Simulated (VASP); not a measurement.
# Ni (P6/mmm) in VASP: single point with PBE

Aim: the single point of Ni with PBE.

All numbers are computed with VASP 6.6.1; they aren't measurements. Logs are shortened: lines on timing, memory, paths and dates and some standing lists are left out, and cuts for length are marked.

### 1 The cell of the first run

Symmetry: P6/mmm, No. 191, hexagonal system. The conventional cell has a = 2.248 Å, b = 2.248 Å, c = 2.168 Å, α = 90.00°, β = 90.00°, γ = 120.00°. Ni (site symmetry 6/mmm) has 8 Ni at 2.17 to 2.25 Å within 2.9 Å.

This isn't the form of Ni at room conditions, which is fcc.

### 2 Single point, PBE, collinear spin, ferromagnetic start (9.49 Å³/atom)

The input, POSCAR:

```
Ni
1.0
    2.2475182120      0.0000000000      0.0000000000
   -1.1237591060      1.9464078671      0.0000000000
    0.0000000000      0.0000000000      2.1682810997
Ni
1
Direct
    0.0000000000      0.0000000000      0.0000000000
```

The input, INCAR.step1:

```
  PREC = Accurate
  ENCUT = 510
  EDIFF = 1E-6
  ISMEAR = -1
  SIGMA = 0.1
  LREAL = F
  LASPH = T
  NELM = 200
  ALGO = Normal
  ISIF = 2
  LWAVE = F
  LCHARG = T
  ISPIN = 2
  MAGMOM = 1
  LMAXMIX = 4
  GGA = PE
  NBANDS = 19
  GGA_COMPAT = F
  NEDOS = 2001
  LORBIT = 11
```

The input, KPOINTS.step1:

```
Automatic mesh
0
Gamma
  18 18 17
```

The input, INCAR.step2:

```
  PREC = Accurate
  ENCUT = 510
  EDIFF = 1E-6
  ISMEAR = -5
  SIGMA = 0.1
  LREAL = F
  LASPH = T
  NELM = 200
  ALGO = Normal
  ISIF = 2
  LWAVE = F
  LCHARG = F
  ISPIN = 2
  MAGMOM = 1
  LORBIT = 11
  LMAXMIX = 4
  GGA = PE
  NEDOS = 1001
  ICHARG = 11
  GGA_COMPAT = F
```

The input, KPOINTS.step2:

```
Automatic mesh
0
Gamma
  27 27 26
```

Potentials or basis: VASP PAW PBE potentials, release 64 (Ni_sv_GW).

Started as:

```
> cat potpaw_PBE.64/Ni_sv_GW/POTCAR > POTCAR
> cp INCAR.step1 INCAR
> cp KPOINTS.step1 KPOINTS
> mpirun -np 1 vasp_std > vasp.out
> cp INCAR.step2 INCAR
> cp KPOINTS.step2 KPOINTS
> mpirun -np 1 vasp_std > vasp.out
```

OUTCAR:

```text
PREC = Accurate
   ENCUT = 510
   EDIFF = 1E-6
   ISMEAR = -5
   LREAL = F
   LASPH = T
   NELM = 200
   ISIF = 2
   ISPIN = 2
   LORBIT = 11
   GGA = PE
   ICHARG = 11

 ion  position               nearest neighbor table
   1  0.000  0.000  0.000-

  LATTYP: Found a hexagonal cell.
 ALAT       =     2.2475182120
 C/A-ratio  =     0.9647446184

  Lattice vectors:

 A1 = (   2.2475182120,   0.0000000000,   0.0000000000)
 A2 = (  -1.1237591060,   1.9464078671,   0.0000000000)
 A3 = (   0.0000000000,   0.0000000000,   2.1682810997)

Analysis of symmetry for initial positions (statically):
=====================================================================
 Subroutine PRICEL returns:
 Original cell was already a primitive cell.

 Routine SETGRP: Setting up the symmetry group for a
 hexagonal supercell.

 Subroutine GETGRP returns: Found 24 space group operations
 (whereof 24 operations were pure point group operations)
 out of a pool of 24 trial point group operations.

The static configuration has the point symmetry D_6h.

Analysis of symmetry for dynamics (positions and initial velocities):
=====================================================================
 Subroutine PRICEL returns:
 Original cell was already a primitive cell.

 Routine SETGRP: Setting up the symmetry group for a
 hexagonal supercell.

 Subroutine GETGRP returns: Found 24 space group operations
 (whereof 24 operations were pure point group operations)
 out of a pool of 24 trial point group operations.

The dynamic configuration has the point symmetry D_6h.

Analysis of structural, dynamic, and magnetic symmetry:
=====================================================================
 Subroutine PRICEL returns:
 Original cell was already a primitive cell.

 Routine SETGRP: Setting up the symmetry group for a
 hexagonal supercell.

 Subroutine GETGRP returns: Found 24 space group operations
 (whereof 24 operations were pure point group operations)
 out of a pool of 24 trial point group operations.

The overall configuration has the point symmetry D_6h.

 Subroutine INISYM returns: Found 24 space group operations
 (whereof 24 operations are pure point group operations),
 and found     1 'primitive' translations

----------------------------------------------------------------------------------------

                                     Primitive cell

  volume of cell :       9.4853

  direct lattice vectors                    reciprocal lattice vectors
     2.247518212  0.000000000  0.000000000     0.444935216  0.256883466  0.000000000
    -1.123759106  1.946407867  0.000000000     0.000000000  0.513766933  0.000000000
     0.000000000  0.000000000  2.168281100     0.000000000  0.000000000  0.461194815

  length of vectors
     2.247518212  2.247518212  2.168281100     0.513766933  0.513766933  0.461194815

  position of ions in fractional coordinates (direct lattice)
     0.000000000  0.000000000  0.000000000

  ion indices of the primitive-cell ions
   primitive index   ion index
                 1           1

----------------------------------------------------------------------------------------

 KPOINTS: Automatic mesh

Automatic generation of k-mesh.
 Grid dimensions read from file:
 generate k-points for:   27   27   26

 Generating k-lattice:

  Cartesian coordinates                     Fractional coordinates (reciprocal lattice)
     0.016479082  0.009514202  0.000000000     0.037037037  0.000000000  0.000000000
     0.000000000  0.019028405  0.000000000     0.000000000  0.037037037  0.000000000
     0.000000000  0.000000000  0.017738262     0.000000000  0.000000000  0.038461538

  Length of vectors
     0.019028405  0.019028405  0.017738262

  Shift w.r.t. Gamma in fractional coordinates (k-lattice)
     0.000000000  0.000000000  0.000000000

 TETIRR: Found  19214 inequivalent tetrahedra from   113724

 Subroutine IBZKPT returns following result:
 ===========================================

 Found   1050 irreducible k-points:

 Following reciprocal coordinates:
            Coordinates               Weight
  0.000000  0.000000  0.000000      1.000000
  0.037037 -0.000000  0.000000      6.000000
  0.074074 -0.000000  0.000000      6.000000
  0.111111 -0.000000  0.000000      6.000000
  0.148148 -0.000000  0.000000      6.000000
  0.185185 -0.000000  0.000000      6.000000
[... 16 lines left out ...]
  0.333333  0.037037  0.000000     12.000000
  0.370370  0.037037  0.000000     12.000000
 [... further k-points ...]
   k-points           NKPTS =   1050   k-points in BZ     NKDIM =   1050   number of bands    NBANDS=     14
   number of dos      NEDOS =   1001   number of ions     NIONS =      1
   total plane-waves  NPLWV =   5184
   dimension x,y,z NGX =    18 NGY =   18 NGZ =   16
   dimension x,y,z NGXF=    36 NGYF=   36 NGZF=   32
   ions per type =               1
   NGX,Y,Z   is equivalent  to a cutoff of  13.31, 13.31, 12.27 a.u.
   NGXF,Y,Z  is equivalent  to a cutoff of  26.63, 26.63, 24.53 a.u.
 SYSTEM =  unknown system
   PREC   = accura    normal or accurate (medium, high low for compatibility)
   ISTART =      0    job   : 0-new  1-cont  2-samecut
   ICHARG =     11    charge: 1-file 2-atom 10-const
   ISPIN  =      2    spin polarized calculation?
   LNONCOLLINEAR =      F non collinear calculations
   LSORBIT =      F    spin-orbit coupling
   LASPH  =      T    aspherical Exc in radial PAW
   ENCUT  =  510.0 eV  37.48 Ry    6.12 a.u.   4.14  4.14  3.99*2*pi/ulx,y,z
   NELM   =    200;   NELMIN=  2; NELMDL=  0     # of ELM steps
   EDIFF  = 0.1E-05   stopping-criterion for ELM
   LREAL  =      F    real-space projection
   EDIFFG = 0.1E-04   stopping-criterion for IOM
   NSW    =      0    number of steps for IOM
   IBRION =     -1    ionic relax: 0-MD 1-quasi-New 2-CG
   NFREE  =      0    steps in history (QN), initial steepest desc. (CG)
   ISIF   =      2    stress and relaxation
   ISYM   =      2    0-nonsym 1-usesym 2-fastsym
   POTIM  = 0.5000    time-step for ionic-motion
   TEBEG  =    0.0;   TEEND  =   0.0 temperature during run
   PSTRESS=    0.0 pullay stress
   NELECT =      18.0000    total number of electrons
   NUPDOWN=      -1.0000    fix difference up-down
   EMIN   =  10.00;   EMAX   =-10.00  energy-range for DOS
   EFERMI =   0.00;   METHOD = LEGACY
   ISMEAR =    -5;   SIGMA  =   0.10  broadening in eV -4-tet -1-fermi 0-gaus
   EFERMI_NEDOS =   21; number of points for ismear=-14 and -15
   IALGO  =     38    algorithm
   IMIX   =      4    mixing-type and parameters
     AMIX     =   0.40;   BMIX     =  1.00
     AMIX_MAG =   1.60;   BMIX_MAG =  1.00
  volume/ion in A,a.u.               =       9.49        64.01
  Fermi-wavevector in a.u.,A,eV,Ry     =   2.026818  3.830131 55.892621  4.107992
  Thomas-Fermi vector in A             =   3.035717
   LORBIT       =     11    0 simple, 1 ext, 2 COOP (PROOUT), +10 PAW based schemes
   GGA     = PE    functional components
   LHFCALC =     F    Hartree Fock is set to
   AEXX    =    0.0000 exact exchange contribution
   IVDW    =     0    specifies the selected vdW correction
   LEPSILON=     F    determine dielectric tensor
   LRPA    =     F    only Hartree local field effects (RPA)
 spin polarized calculation
 Fermi weights with tetrahedron method with Bloechl corrections
  energy-cutoff  :      510.00
  volume of cell :        9.49
 maximum number of plane-waves:       260
 NGX is ok and might be reduce to    18

 number of electron      17.9999983 magnetization       0.0003365

 Free energy of the ion-electron system (eV)
  ---------------------------------------------------
  ext. energy  EPLUGINS =         0.00000000
  ---------------------------------------------------
  free energy    TOTEN  =        -5.63188788 eV

  energy without entropy =       -5.63188788  energy(sigma->0) =       -5.63188788

 E-fermi :   9.6036     XC(G=0): -14.7163

 val. band max:        9.6128824242   @ k =   0.4074   0.0741   0.4615
 cond. band min:       9.5974389336   @ k =   0.3704  -0.0000   0.3846
 fundamental gap:     -0.0154434907
 Fermi energy:         9.6035879620

 spin component 1

 k-point     1 :       0.0000    0.0000    0.0000
  band No.  band energies     occupation
      1     -93.8024      1.00000
      2     -53.9865      1.00000
      3     -53.9865      1.00000
      4     -53.8318      1.00000
      5      -0.3269      1.00000
      6       5.0800      1.00000
      7       7.2065      1.00000
      8       7.2065      1.00000
      9       9.7866      0.00000
     10       9.7866      0.00000
     11      31.1369      0.00000
     12      34.8074      0.00000
     13      36.9331      0.00000
     14      40.2547      0.00000
[... 375 lines left out ...]
 k-point    24 :       0.3704    0.0370    0.0000
  band No.  band energies     occupation
      1     -93.7258      1.00000
      2     -54.4270      1.00000
      3     -54.0951      1.00000
      4     -53.7834      1.00000
      5       3.9481      1.00000
      6       5.6592      1.00000
      7       7.6699      1.00000
      8       8.3698      1.00000
      9       9.4939      1.00000
     10       9.6880      0.05414
     11      19.1567      0.00000
     12      29.2197      0.00000
     13      36.1979      0.00000
     14      38.0890      0.00000

 [... further k-points ...]

 spin component 2

 k-point     1 :       0.0000    0.0000    0.0000
  band No.  band energies     occupation
      1     -93.8020      1.00000
      2     -53.9861      1.00000
      3     -53.9861      1.00000
      4     -53.8314      1.00000
      5      -0.3269      1.00000
      6       5.0802      1.00000
      7       7.2069      1.00000
      8       7.2069      1.00000
      9       9.7871      0.00000
     10       9.7871      0.00000
     11      31.1370      0.00000
     12      34.8073      0.00000
     13      36.9330      0.00000
     14      40.2571      0.00000
[... 375 lines left out ...]
 k-point    24 :       0.3704    0.0370    0.0000
  band No.  band energies     occupation
      1     -93.7254      1.00000
      2     -54.4266      1.00000
      3     -54.0947      1.00000
      4     -53.7830      1.00000
      5       3.9483      1.00000
      6       5.6594      1.00000
      7       7.6700      1.00000
      8       8.3702      1.00000
      9       9.4944      1.00000
     10       9.6883      0.05295
     11      19.1568      0.00000
     12      29.2197      0.00000
     13      36.1980      0.00000
     14      37.9804      0.00000

 [... further k-points ...]

------------------------ aborting loop because EDIFF is reached ----------------------------------------

  FORCE on cell =-STRESS in cart. coord.  units (eV):
  Direction    XX          YY          ZZ          XY          YZ          ZX
  --------------------------------------------------------------------------------------
  -------------------------------------------------------------------------------------
  Total        3.5771679      3.5771679      3.3879910     -0.0000000     -0.0000000      0.0000000
  in kB      604.2229961    604.2229961    572.2689477     -0.0000000     -0.0000000      0.0000000
  external PRESSURE =     593.5716466 kB  Pullay stress =       0.0000000 kB

 VOLUME and BASIS-vectors are now :
 -----------------------------------------------------------------------------
  energy-cutoff  :      510.00
  volume of cell :        9.49
      direct lattice vectors                 reciprocal lattice vectors
     2.247518212  0.000000000  0.000000000     0.444935216  0.256883466  0.000000000
    -1.123759106  1.946407867  0.000000000     0.000000000  0.513766933  0.000000000
     0.000000000  0.000000000  2.168281100     0.000000000  0.000000000  0.461194815

 POSITION                                       TOTAL-FORCE (eV/Angst)
 -----------------------------------------------------------------------------------
      0.00000      0.00000      0.00000         0.000000      0.000000      0.000000
 -----------------------------------------------------------------------------------
    total drift:                               -0.000000      0.000000      0.000000

  FREE ENERGIE OF THE ION-ELECTRON SYSTEM (eV)
  ---------------------------------------------------
  free  energy   TOTEN  =        -5.6318878754 eV

  energy  without entropy=       -5.6318878754  energy(sigma->0) =       -5.63188788

 total charge

# of ion       s       p       d       f       tot
--------------------------------------------------
    1        2.297   6.397   7.906   0.009  16.610

 magnetization (x)

# of ion       s       p       d       f       tot
--------------------------------------------------
    1        0.000  -0.000   0.000  -0.000   0.000
```

It took 2.6 min on 1 thread of Intel Xeon 6975P-C (Granite Rapids), shared host; peak memory 0.45 GiB.

Results:

```
Net moment                                            : 0.00 μB per cell
Valence electrons inside the program's atomic spheres : Ni 16.61
```

Caveat: tetrahedron occupations give inexact forces and stress in metals.
